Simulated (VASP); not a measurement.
Input of a VASP 6.6.1 run:

Contents of INCAR:

```
SYSTEM = Hf4F
PREC = Accurate ; ENCUT = 520
EDIFF = 1E-6 ; ISMEAR = 0
SIGMA = 0.1 ; LREAL = .False.
LASPH = .True. ; NELM = 60
ALGO = Normal ; ISIF = 2
LWAVE = .False. ; LCHARG = .False.
LDIPOL = .True. ; IDIPOL = 3
DIPOL = 0.5 0.5 0.362 ; GGA = PE
NBANDS = 32
```

KPOINTS

```
regular mesh
0
Gamma
  9 9 1
  0 0 0
```

POSCAR

```
Hf4F
1.0
    3.2048170381      0.0000000000      0.0000000000
   -1.6024085190      2.7754529695      0.0000000000
    0.0000000000      0.0000000000     24.5281466259
Hf F
4 1
Direct
    0.6666666667      0.3333333333      0.1630779553
    0.3333333333      0.6666666667      0.2663815885
    0.6666666667      0.3333333333      0.3732987945
    0.3333333333      0.6666666667      0.4699966451
    1.2222222222     -0.2222222222      0.5397124711
```

Potentials or basis: VASP PAW PBE potentials, release 64 (Hf_pv, F).

Run with:

```sh
$ cat potpaw_PBE.64/Hf_pv/POTCAR potpaw_PBE.64/F/POTCAR > POTCAR
$ mpirun -np 1 vasp_std > vasp.out
```

(1) Estimate the band gap on the k mesh.

(2) Estimate the largest force.

## Answers

(1) zero (an odd number of electrons rules out a gap without spin polarisation).

(2) 3.158 eV/Å.

Caveat: spin-orbit coupling is left out, which moves the levels of the heavy elements; an odd number of electrons without spin polarisation forces a metal; a magnetic or distorted state may lie lower.
